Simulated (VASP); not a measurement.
Here is a VASP 6.6.1 calculation.

The input INCAR:

```
PREC = Accurate ; ENCUT = 520
EDIFF = 1E-6 ; ISMEAR = -1
SIGMA = 0.1 ; LREAL = F
LASPH = T ; NELM = 100
ALGO = Normal ; ISIF = 2
LWAVE = F ; LCHARG = T
GGA = RP ; LELF = T
LVHAR = T ; NBANDS = 30
```

Contents of KPOINTS:

```
Automatic mesh
0
Gamma
  11 11 3
```

File POSCAR:

```
Y
1.0
    3.5569619961      0.0000000000      0.0000000000
   -1.7784809981      3.0804194489      0.0000000000
    0.0000000000      0.0000000000     11.4134620972
Y
4
Direct
    1.0000000000      0.0000000000      1.0000000000
    0.0000000000      0.0000000000      0.5000000000
    0.3333333333      0.6666666667      0.2500000000
    0.6666666667      0.3333333333      0.7500000000
```

Potentials or basis: VASP PAW PBE potentials, release 64 (Y_sv).

The run is started by

```bash
$ cat potpaw_PBE.64/Y_sv/POTCAR > POTCAR
$ mpirun -np 1 vasp_std > vasp.out
```

(1) Estimate the pressure.

(2) What does it give for the band gap on the k mesh?

Results:

(1) 3.3 GPa.

(2) zero (band 22 reaches 4.21 eV, above the bottom of band 23 at 3.05 eV).

Caveat: the PAW data sets were made with another functional, which shifts forces and pressure a little.
